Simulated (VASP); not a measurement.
Here is a VASP 6.6.1 calculation.

The input INCAR:

```
SYSTEM = C
PREC = Accurate ; ENCUT = 600
EDIFF = 1E-7 ; ISMEAR = -1
SIGMA = 0.05 ; LREAL = .FALSE.
LASPH = .TRUE. ; NELM = 80
ALGO = Normal ; ISIF = 3
LWAVE = .FALSE. ; LCHARG = .FALSE.
GGA = PS ; IBRION = 2
NSW = 60 ; EDIFFG = -0.01
```

File KPOINTS:

```
Automatic mesh
0
G
  13 13 8
  0 0 0
```

POSCAR

```
C
1.0
    2.1273203072     -1.2282824400      0.0000000000
    2.1273203072      1.2282824400      0.0000000000
   -1.3790696309      0.0000000000      3.5028300786
C
2
Direct
    0.1666444700      0.1666444700      0.9999069600
    0.8333555300      0.8333555300      0.0000930400
```

Potentials or basis: VASP PAW PBE potentials, release 64 (C).

Launch:

```bash
$ cat potpaw_PBE.64/C/POTCAR > POTCAR
$ mpirun -np 1 vasp_std > vasp.out
```

(1) What does it give for the relaxed cell?

(2) Estimate the relaxed volume.

Results:

(1) a = 2.460 Å, b = 2.460 Å, c = 3.837 Å, α = 108.41°, β = 108.41°, γ = 60.01°.

(2) 9.36 Å³/atom.

Caveat: this functional lacks dispersion, which binds layers or chains, so the pressure and a relaxed spacing across them are unreliable; the PAW data sets were made with another functional, which shifts forces and pressure a little.
